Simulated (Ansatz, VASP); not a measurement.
# Mo2Ru3: VASP beside Ansatz

```xyz
10
Lattice="2.8180 0.0000 0.0000 -1.4090 2.4404 0.0000 0.0000 0.0000 22.1291" Properties=species:S:1:pos:R:3 pbc="T T T"
Mo    0.0000    1.6270   14.3839
Mo    0.0000    1.6270   18.8098
Mo    1.4090    0.8135    3.3194
Mo    1.4090    0.8135    7.7452
Ru    0.0000    1.6270    1.1065
Ru    0.0000    1.6270    5.5323
Ru    0.0000    1.6270    9.9581
Ru    1.4090    0.8135   16.5969
Ru    1.4090    0.8135   21.0227
Ru    1.4090    0.8135   12.1710
```

Alike in both runs: task relaxation of cell and atoms; functional PBE; k mesh 6 × 6 × 1; occupations gaussian, width 0.1 eV; no spin polarisation.

|  | VASP | Ansatz |
| --- | --- | --- |
| version | VASP 6.6.1 | Ansatz 0.2.0 |
| potentials or method | VASP PAW PBE potentials, release 64 (Mo_sv, Ru_pv), cutoff 600 eV | scalar-relativistic, plane waves, PAW |
| valence electrons in the cell | 140 | 152 |

Ansatz gave:

| Item | Value |
| --- | --- |
| gap on the k mesh at the Fermi level, each at its own relaxed structure (eV) | none |
| relaxed volume (Å³/atom) | 14.59 |
| relaxed length of the cell vector where the two differ most in proportion (Å) | 2.760 |

Task: Estimate VASP's values.

Result: gap on the k mesh at the Fermi level, each at its own relaxed structure (eV): none; relaxed volume (Å³/atom): 14.60; relaxed length of the cell vector where the two differ most in proportion (Å): 2.761.

A gap of «none» marks a metal or a gap that the smearing closes. VASP's potentials hold 140 valence electrons a cell and Ansatz's 152, so a difference there can come from the potentials and not from the codes.

The k mesh is coarse, so the values compare programs but aren't converged.
